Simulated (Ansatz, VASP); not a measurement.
Si: VASP beside Ansatz

File INCAR:

```
ALGO     = Normal         # electronic algorithm
EDIFF    = 1E-6           # SCF threshold, eV
ENCUT    = 520            # plane-wave cutoff, eV
GGA      = PS             # functional
ISIF     = 2              # what is computed and relaxed
ISMEAR   = 0              # smearing method
LASPH    = True           # aspherical terms in the spheres
LCHARG   = True           # write CHGCAR
LELF     = True           # ELF
LREAL    = False          # projectors in reciprocal space
LVHAR    = True         
LWAVE    = False          # write WAVECAR
NBANDS   = 11             # bands
NELM     = 80             # most SCF steps
PREC     = Accurate       # precision mode
SIGMA    = 0.02           # smearing width, eV
```

Contents of KPOINTS:

```
k-points
0
Gamma
  10 10 10
```

The input POSCAR:

```
Si
1.0
    0.0000000000      2.7169170451      2.7169170451
    2.7169170451      0.0000000000      2.7169170451
    2.7169170451      2.7169170451      0.0000000000
Si
2
Direct
    0.2500000000      0.2500000000      0.2500000000
    0.0000000000      0.0000000000      0.0000000000
```

Input for Ansatz:

```yaml
crystal:
  lattice:
    - [0.0, 2.7169170451, 2.7169170451]
    - [2.7169170451, 0.0, 2.7169170451]
    - [2.7169170451, 2.7169170451, 0.0]
  atoms:
    - { symbol: Si, position: [0.25, 0.25, 0.25] }
    - { symbol: Si, position: [0.0, 0.0, 0.0] }
basis:
  ecutwfc: 420
  xc_grid: 2
kpoints:
  mp_grid: { grid: [10, 10, 10] }
  band_path: { path: [VBM, CBM], npoints: 2 }
hamiltonian:
  xc: pbesol
scf:
  occupations: { method: gaussian, width: 0.02 }
output:
  forces: true
  stress: true
  eigenvalues: true
```

Alike in both runs: task single point; functional PBEsol; k mesh 10 × 10 × 10; occupations gaussian, width 0.02 eV; no spin polarisation.

|  | VASP | Ansatz |
| --- | --- | --- |
| version | VASP 6.6.1 | Ansatz 0.2.0 |
| potentials or method | VASP PAW PBE potentials, release 64 (Si), cutoff 520 eV | scalar-relativistic, plane waves, PAW |
| valence electrons in the cell | 8 | 8 |

```tsv
	VASP	Ansatz	Ansatz less VASP
gap on the k mesh at the Fermi level (eV)	0.47	0.47	+0.005
least direct gap on the mesh (eV)	2.52	2.52	+0.003
pressure (GPa)	0.1	0.0	-0.11
```

VASP's potentials were made for PBE, not for PBEsol. The functional is the same, so the differences come from potentials, cutoffs and numerics.
